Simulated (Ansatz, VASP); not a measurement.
## Ru: VASP beside Ansatz

```
Ru
1.0
     2.63444    0.00000    0.00000
    -1.31722    2.28149    0.00000
     0.00000    0.00000   28.02346
Ru
2
Direct
  0.00000 0.00000 0.34332
  0.00000 0.00000 0.26332
```

Alike in both runs: functional PBE; k mesh 6 × 6 × 1; occupations gaussian, width 0.1 eV; no spin polarisation.

Ansatz relaxed the structure, and its values are those at the end. VASP's run is a single point on that final structure, the one shown.

|  | VASP | Ansatz |
| --- | --- | --- |
| version | VASP 6.6.1 | Ansatz 0.2.0 |
| potentials or method | VASP PAW PBE potentials, release 64 (Ru_sv), cutoff 520 eV | scalar-relativistic, plane waves, PAW |
| valence electrons in the cell | 32 | 32 |

Ansatz gave:

* gap on the k mesh at the Fermi level (eV): none
* rms of the force components (eV/Å): 0.016

Question: Estimate VASP's values.

Answer: gap on the k mesh at the Fermi level (eV): none; rms of the force components (eV/Å): 0.019.

A gap of «none» marks a metal or a gap that the smearing closes. Ansatz's warnings: slab cell height set.

The k mesh is coarse, so the values compare programs but aren't converged.
